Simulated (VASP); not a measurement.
# MnO (Manganosite): single point with r2SCAN

The system is MnO (Manganosite).

```
CELL_PARAMETERS angstrom
0.00000 2.26885 2.26885
2.26885 0.00000 2.26885
2.26885 2.26885 0.00000
ATOMIC_POSITIONS crystal
Mn 0.00000 0.00000 0.00000
O 0.50000 0.50000 0.50000
```

This cell differs from its parent crystal: volume scaled by 1.06.

```json
{"Program": "VASP 6.6.1", "Task": "single point", "Functional": "r2SCAN", "Potentials or basis": "VASP PAW PBE potentials, release 64 (Mn_pv, O)", "Cutoff": "520 eV", "k mesh": "16 × 16 × 16", "Occupations": "gaussian, width 0.1 eV", "Spin": "collinear spin, ferromagnetic start", "Starting moments": "[4.69, 0.28] μB"}
```

```yaml
Pressure: -8.5 GPa
Band_gap_on_the_k_mesh: zero (filled and empty bands overlap)
Net_moment: 5.00 μB per cell
Site_moments: Mn +4.56; O +0.21 μB
Valence_electrons_inside_the_program's_atomic_spheres: Mn 11.28; O 5.00
```

Levels at points of the mesh, in eV from the Fermi level:
Spin up:
| k point | band 8 | band 9 | band 10 | band 11 | band 12 | band 13 | band 14 | band 15 | band 16 | band 17 |
| --- | --- | --- | --- | --- | --- | --- | --- | --- | --- | --- |
| (0.00, 0.00, 0.00) | -3.43 | -3.43 | -3.43 | -2.99 | -2.99 | -0.26 | 14.62 | 16.61 | 16.61 | 16.61 |
| (0.50, 0.00, 0.00) | -2.68 | -2.68 | -2.19 | -0.10 | -0.10 | 4.01 | 7.95 | 12.28 | 12.28 | 18.52 |
| (0.50, 0.50, 0.00) | -4.24 | -2.64 | -2.46 | -2.46 | -2.37 | 5.20 | 8.31 | 10.67 | 13.99 | 13.99 |
Spin down:
| k point | band 5 | band 6 | band 7 | band 8 | band 9 | band 10 |
| --- | --- | --- | --- | --- | --- | --- |
| (0.00, 0.00, 0.00) | -2.95 | -2.95 | -2.95 | 1.48 | 2.09 | 2.09 |
| (0.50, 0.00, 0.00) | -6.77 | -4.26 | -4.26 | 3.19 | 3.31 | 3.31 |
| (0.50, 0.50, 0.00) | -5.94 | -3.92 | -3.92 | 0.50 | 3.29 | 3.37 |

Wall time 4.6 min on 1 thread of Intel(R) Xeon(R) Platinum 8375C CPU @ 2.90GHz (Ice Lake) (shared host), peak memory 0.23 GiB.

Caveat: the PAW data sets were made with another functional, which shifts forces and pressure a little; a cell with one magnetic atom can't hold antiferromagnetic order, which such compounds often take; semilocal functionals often make such compounds metallic where correlation or magnetic order opens a gap, which also shifts bond lengths.
